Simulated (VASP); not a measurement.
# BaTiO3 (R3m) in VASP: a series of runs, part 2 of 2

VASP 6.6.1. The steps go on from the part before.

## (3) Single point, PBEsol+D4+U

Contents of INCAR:

```
PREC     = Accurate       # precision mode
ENCUT    = 520            # plane-wave cutoff, eV
EDIFF    = 1E-7           # SCF threshold, eV
ISMEAR   = 0              # smearing method
SIGMA    = 0.01           # smearing width, eV
LREAL    = F              # projectors in reciprocal space
LASPH    = T              # aspherical terms in the spheres
NELM     = 150            # most SCF steps
ALGO     = Normal         # electronic algorithm
ISIF     = 2              # what is computed and relaxed
LWAVE    = F              # write WAVECAR
LCHARG   = F              # write CHGCAR
LMAXMIX  = 4              # l up to which the mixer works
LDAU     = T              # DFT+U
LDAUTYPE = 2            
LDAUL    = -1 2 -1        # shell
LDAUU    = 0 3 0          # U, eV
LDAUJ    = 0 0 0        
LDAUPRINT= 1            
GGA      = PS             # functional
IVDW     = 13             # dispersion correction
NBANDS   = 28             # bands
```

Contents of KPOINTS:

```
regular mesh
0
Gamma
  6 6 6
```

Contents of POSCAR:

```
BaTiO3
1.0
    2.8273670000      1.6323810000      2.3183930000
   -2.8273670000      1.6323810000      2.3183930000
    0.0000000000     -3.2647620000      2.3183930000
Ba Ti O
1 1 3
Direct
    0.0000000000      0.0000000000      0.0000000000
    0.4845000000      0.4845000000      0.4845000000
    0.5086000000      0.5086000000      0.0175000000
    0.0175000000      0.5086000000      0.5086000000
    0.5086000000      0.0175000000      0.5086000000
```

Potentials or basis: VASP PAW PBE potentials, release 64 (Ba_sv, Ti_sv, O).

Launch:

```console
$ cat potpaw_PBE.64/Ba_sv/POTCAR potpaw_PBE.64/Ti_sv/POTCAR potpaw_PBE.64/O/POTCAR > POTCAR
$ mpirun -np 1 vasp_std > vasp.out
```

OUTCAR:

```text
PREC = Accurate
   ENCUT = 520
   EDIFF = 1E-7
   ISMEAR = 0
   LREAL = F
   LASPH = T
   NELM = 150
   ISIF = 2
   GGA = PS
   IVDW = 13

 ion  position               nearest neighbor table
   1  0.000  0.000  0.000-   3 2.79   4 2.79   5 2.79   4 2.83   5 2.83   5 2.83   4 2.83   3 2.83
                             3 2.83   3 2.89   4 2.89   5 2.89   2 3.37   2 3.43   2 3.43   2 3.43
   2  0.484  0.484  0.484-   3 1.87   4 1.87   5 1.87   3 2.14   4 2.14   5 2.14   1 3.37   1 3.43
                             1 3.43   1 3.43   1 3.50   1 3.50   1 3.50   1 3.59
   3  0.509  0.509  0.017-   2 1.87   2 2.14   1 2.79   1 2.83   1 2.83   1 2.89
   4  0.017  0.509  0.509-   2 1.87   2 2.14   1 2.79   1 2.83   1 2.83   1 2.89
   5  0.509  0.017  0.509-   2 1.87   2 2.14   1 2.79   1 2.83   1 2.83   1 2.89

  LATTYP: Found a trigonal (rhomboedric) cell.
 ALAT       =     4.0042000430
 COS(alpha) =     0.0028446280

  Lattice vectors:

 A1 = (   2.8273670000,   1.6323810000,   2.3183930000)
 A2 = (  -2.8273670000,   1.6323810000,   2.3183930000)
 A3 = (   0.0000000000,  -3.2647620000,   2.3183930000)

Analysis of symmetry for initial positions (statically):
=====================================================================
 Subroutine PRICEL returns:
 Original cell was already a primitive cell.

 Routine SETGRP: Setting up the symmetry group for a
 trigonal (rhombohedral) supercell.

 Subroutine GETGRP returns: Found  6 space group operations
 (whereof  6 operations were pure point group operations)
 out of a pool of 12 trial point group operations.

The static configuration has the point symmetry C_3v.

Analysis of symmetry for dynamics (positions and initial velocities):
[... 186 lines left out ...]
  o =  0.1196  v =  0.0000  0.0000  0.0000  0.0000  0.0000 -0.7790  0.0000  0.0000  0.6270 -0.0000      0.0000  0.0000  0.0000  0.0000  0.0000  0.0000  0.0000  0.0000  0.0000  0.0000
  o =  0.1196  v = -0.7790  0.0000  0.0000  0.6270 -0.0000  0.0000  0.0000  0.0000  0.0000  0.0000      0.0000  0.0000  0.0000  0.0000  0.0000  0.0000  0.0000  0.0000  0.0000  0.0000
  o =  0.2510  v =  0.0000  0.7790 -0.0000  0.0000  0.6270  0.0000  0.0000  0.0000  0.0000  0.0000      0.0000  0.0000  0.0000  0.0000  0.0000  0.0000  0.0000  0.0000  0.0000  0.0000
  o =  0.2510  v =  0.0000  0.0000  0.0000  0.0000  0.0000  0.0000  0.7790 -0.0000  0.0000  0.6270      0.0000  0.0000  0.0000  0.0000  0.0000  0.0000  0.0000  0.0000  0.0000  0.0000
  o =  0.2510  v =  0.0000  0.0000  0.0000  0.0000  0.0000 -0.6270  0.0000 -0.0000 -0.7790  0.0000      0.0000  0.0000  0.0000  0.0000  0.0000  0.0000  0.0000  0.0000  0.0000  0.0000
  o =  0.2510  v = -0.6270  0.0000 -0.0000 -0.7790  0.0000  0.0000  0.0000  0.0000  0.0000  0.0000      0.0000  0.0000  0.0000  0.0000  0.0000  0.0000  0.0000  0.0000  0.0000  0.0000

 number of electron      39.9999999 magnetization

 Free energy of the ion-electron system (eV)
  ---------------------------------------------------
  ext. energy  EPLUGINS =         0.00000000
  ---------------------------------------------------
  free energy    TOTEN  =       -39.87336652 eV

  energy without entropy =      -39.87336652  energy(sigma->0) =      -39.87336652

 E-fermi :   3.8049     XC(G=0): -11.4983

 val. band max:        3.7249233539   @ k =   0.5000   0.5000   0.5000
 cond. band min:       6.3590508982   @ k =   0.0000   0.0000   0.0000
 fundamental gap:      2.6341275444
 Fermi energy:         3.8049161731

 k-point     1 :       0.0000    0.0000    0.0000
  band No.  band energies     occupation
      1     -53.0924      2.00000
      2     -29.4248      2.00000
      3     -29.4236      2.00000
      4     -29.4236      2.00000
      5     -21.0317      2.00000
      6     -13.0687      2.00000
[... 733 lines left out ...]
     27      11.8422      0.00000
     28      12.3030      0.00000

 [... further k-points ...]

------------------------ aborting loop because EDIFF is reached ----------------------------------------

  DFT-D4 for vdW energy calculation

  Edisp (eV):   -0.62267

  FORCE on cell =-STRESS in cart. coord.  units (eV):
  Direction    XX          YY          ZZ          XY          YZ          ZX
  --------------------------------------------------------------------------------------
  -------------------------------------------------------------------------------------
  Total       0.73567     0.73567     0.49607     0.00000     0.00000     0.00000
  in kB      18.35922    18.35922    12.37981     0.00000     0.00000     0.00000
  external pressure =       16.37 kB  Pullay stress =        0.00 kB

 VOLUME and BASIS-vectors are now :
 -----------------------------------------------------------------------------
  energy-cutoff  :      520.00
  volume of cell :       64.20
      direct lattice vectors                 reciprocal lattice vectors
     2.827367000  1.632381000  2.318393000     0.176842978  0.102100347  0.143777752
    -2.827367000  1.632381000  2.318393000    -0.176842978  0.102100347  0.143777752
     0.000000000 -3.264762000  2.318393000     0.000000000 -0.204200694  0.143777752

 POSITION                                       TOTAL-FORCE (eV/Angst)
 -----------------------------------------------------------------------------------
      0.00000      0.00000      0.00000         0.000000      0.000000     -0.146305
      0.00000      0.00000      3.36978         0.000000     -0.000000      0.918285
      0.00000      1.60332      2.39884         0.000000      0.438338     -0.257327
     -1.38852     -0.80166      2.39884        -0.379612     -0.219169     -0.257327
      1.38852     -0.80166      2.39884         0.379612     -0.219169     -0.257327
 -----------------------------------------------------------------------------------
    total drift:                                0.000000      0.000001      0.000727

  FREE ENERGIE OF THE ION-ELECTRON SYSTEM (eV)
  ---------------------------------------------------
  free  energy   TOTEN  =       -40.4960400595 eV

  energy  without entropy=      -40.4960400595  energy(sigma->0) =      -40.49604006
```

stdout:

```text
POSCAR found type information on POSCAR BaTiO
 POSCAR found :  3 types and       5 ions
 scaLAPACK will be used
 -----------------------------------------------------------------------------
|                                                                             |
|                                                                             |
|     You enforced a specific xc type in the INCAR file but a different       |
|     I HOPE YOU KNOW WHAT YOU ARE DOING!                                     |
|                                                                             |
 -----------------------------------------------------------------------------

 LDA part: xc-table for (Slater+PW92), standard interpolation
 POSCAR, INCAR and KPOINTS ok, starting setup
 FFT: planning ... GRIDC
 FFT: planning ... GRID_SOFT
 FFT: planning ... GRID
 WAVECAR not read
 entering main loop
```

Wall time 30 s (1 thread of Intel Xeon 6975P-C (Granite Rapids), shared host); peak memory 0.2 GiB.

Results:

| Property | Result |
| --- | --- |
| Free energy | -40.4960 eV |
| Pressure | 1.6 GPa |
| Largest force | 0.918 eV/Å |
| Band gap on the k mesh | 2.63 eV, indirect (least direct gap 3.04 eV) |
| Dispersion energy per atom | -0.125 eV |

Forces on the atoms (eV/Å):
```
Ba   0.000  0.000 -0.146
Ti   0.000  0.000  0.918
O    0.000  0.438 -0.257
O   -0.380 -0.219 -0.257
O    0.380 -0.219 -0.257
```

Eigenvalues of the final occupation matrices:
| site | spin | trace | eigenvalues |
| --- | --- | --- | --- |
| site 2 d | 1 | 0.86 | 0.12 0.12 0.12 0.25 0.25 |
| site 2 d | 2 | 0.86 | 0.12 0.12 0.12 0.25 0.25 |

Caveat: the PAW data sets were made with another functional, which shifts forces and pressure a little; spin-orbit coupling is left out, which moves the levels of the heavy elements. A k mesh can miss the band edges.

## (4) Single point, PBEsol+D4+U

Contents of INCAR:

```
SYSTEM = BaTiO3
PREC = Accurate
ENCUT = 520
EDIFF = 1E-6
ISMEAR = 0
SIGMA = 0.01
LREAL = .FALSE.
LASPH = .TRUE.
NELM = 150
ALGO = Normal
ISIF = 2
LWAVE = .FALSE.
LCHARG = .FALSE.
LMAXMIX = 4
LDAU = .TRUE.
LDAUTYPE = 2
LDAUL = -1 2 -1
LDAUU = 0 5 0
LDAUJ = 0 0 0
LDAUPRINT = 1
GGA = PS
IVDW = 13
NBANDS = 28
```

Contents of KPOINTS:

```
regular mesh
0
G
  6 6 6
  0 0 0
```

POSCAR is that of step 3.

Launch:

```console
$ cat potpaw_PBE.64/Ba_sv/POTCAR potpaw_PBE.64/Ti_sv/POTCAR potpaw_PBE.64/O/POTCAR > POTCAR
$ mpirun -np 1 vasp_std > vasp.out
```

It took 25 s on 1 thread of Intel Xeon 6975P-C (Granite Rapids), shared host; peak memory 0.2 GiB.

It converged, with:

| Item | Value |
| --- | --- |
| Free energy | -39.1417 eV |
| Pressure | 3.5 GPa |
| Largest force | 1.455 eV/Å |
| Band gap on the k mesh | 2.86 eV, indirect (least direct gap 3.27 eV) |
| Dispersion energy per atom | -0.125 eV |

Forces on the atoms (eV/Å):
```
Ba   0.000  0.000 -0.157
Ti   0.000  0.000  1.455
O    0.000  0.681 -0.433
O   -0.590 -0.341 -0.433
O    0.590 -0.341 -0.433
```

Stress tensor (GPa, compression positive):
```
3.79 0.00 0.00
0.00 3.79 0.00
0.00 0.00 2.88
```

Levels at points of the mesh, in eV from the valence-band top:
```
           k point  band 17  band 18  band 19  band 20  band 21  band 22  band 23  band 24
(0.00, 0.00, 0.00)    -1.10    -0.49    -0.41    -0.41     2.86     2.86     2.96     4.53
(0.50, 0.00, 0.00)    -1.66    -1.61    -0.99    -0.91     3.08     4.33     4.42     4.50
(0.50, 0.50, 0.00)    -1.82    -0.92    -0.87    -0.10     4.41     4.42     4.77     5.04
(0.50, 0.50, 0.50)    -2.25    -0.02    -0.02     0.00     4.90     5.05     5.05     6.45
```

Eigenvalues of the final occupation matrices:
```csv
site,spin,trace,eigenvalues
site 2 d,1,0.82,0.11 0.11 0.11 0.25 0.25
site 2 d,2,0.82,0.11 0.11 0.11 0.25 0.25
```

Caveat: the PAW data sets were made with another functional, which shifts forces and pressure a little; spin-orbit coupling is left out, which moves the levels of the heavy elements.

## (5) Single point, PBEsol+D4+U

Contents of INCAR:

```
SYSTEM = BaTiO3
PREC = Accurate ; ENCUT = 520
EDIFF = 1E-6 ; ISMEAR = 0
SIGMA = 0.01 ; LREAL = .False.
LASPH = .True. ; NELM = 150
ALGO = Normal ; ISIF = 2
LWAVE = .False. ; LCHARG = .True.
LMAXMIX = 4 ; LDAU = .True.
LDAUTYPE = 2 ; LDAUL = -1 2 -1
LDAUU = 0 7 0 ; LDAUJ = 0 0 0
LDAUPRINT = 1 ; GGA = PS
IVDW = 13 ; LELF = .True.
LVHAR = .True. ; NBANDS = 28
```

Contents of KPOINTS:

```
regular mesh
0
Gamma
  6 6 6
  0 0 0
```

POSCAR is that of step 4.

Launch:

```console
$ cat potpaw_PBE.64/Ba_sv/POTCAR potpaw_PBE.64/Ti_sv/POTCAR potpaw_PBE.64/O/POTCAR > POTCAR
$ mpirun -np 1 vasp_std > vasp.out
```

Wall time 26 s (1 thread of Intel Xeon 6975P-C (Granite Rapids), shared host); peak memory 0.2 GiB.

The run converged. Its results:

```yaml
Free_energy: -37.8426 eV
Pressure: 5.4 GPa
Largest_force: 1.997 eV/Å
Band_gap_on_the_k_mesh: 3.11 eV, indirect (least direct gap 3.52 eV)
Dispersion_energy_per_atom: -0.125 eV
```

Forces in eV/Å, atoms in the order of the input:
```
Ba   0.000  0.000 -0.167
Ti   0.000  0.000  1.997
O    0.000  0.930 -0.610
O   -0.805 -0.465 -0.610
O    0.805 -0.465 -0.610
```

Stress tensor (GPa, compression positive):
```
5.82 0.00 0.00
0.00 5.82 0.00
0.00 0.00 4.58
```

Levels at points of the mesh, in eV from the valence-band top:
| k point | band 18 | band 19 | band 20 | band 21 | band 22 | band 23 |
| --- | --- | --- | --- | --- | --- | --- |
| (0.00, 0.00, 0.00) | -0.47 | -0.42 | -0.42 | 3.11 | 3.11 | 3.20 |
| (0.50, 0.00, 0.00) | -1.59 | -1.00 | -0.93 | 3.35 | 4.51 | 4.59 |
| (0.50, 0.50, 0.00) | -0.93 | -0.88 | -0.10 | 4.68 | 4.68 | 5.03 |
| (0.50, 0.50, 0.50) | -0.02 | -0.02 | 0.00 | 5.17 | 5.32 | 5.32 |

Eigenvalues of the final occupation matrices:
```
    site  spin  trace               eigenvalues
site 2 d     1   0.78  0.10 0.10 0.10 0.24 0.24
site 2 d     2   0.78  0.10 0.10 0.10 0.24 0.24
```

Caveat: the PAW data sets were made with another functional, which shifts forces and pressure a little; spin-orbit coupling is left out, which moves the levels of the heavy elements.

## (6) Overview

| U | gap on the mesh (eV) | pressure (GPa) | largest force (eV/Å) |
| --- | --- | --- | --- |
| Ti d U = 1.0 eV | 2.43 | -0.2 | 0.39 |
| Ti d U = 3.0 eV | 2.63 | 1.6 | 0.92 |
| Ti d U = 5.0 eV | 2.86 | 3.5 | 1.45 |
| Ti d U = 7.0 eV | 3.11 | 5.4 | 2.00 |

Alike in all rows: task single point; level PBEsol+D4+U; potentials or basis VASP PAW PBE potentials, release 64 (Ba_sv, Ti_sv, O); no spin polarisation; cell as given; k mesh 6 × 6 × 6; cutoff (eV) 520; smearing gaussian 0.01 eV.

On the cell as given the gap runs from 2.43 eV (PBEsol+D4+U) to 3.11 eV (PBEsol+D4+U).

Caveats: the PAW data sets were made with another functional, which shifts forces and pressure a little; spin-orbit coupling is left out, which moves the levels of the heavy elements.

Total energies depend on the potentials used, so only differences within one code and one set of settings carry meaning.
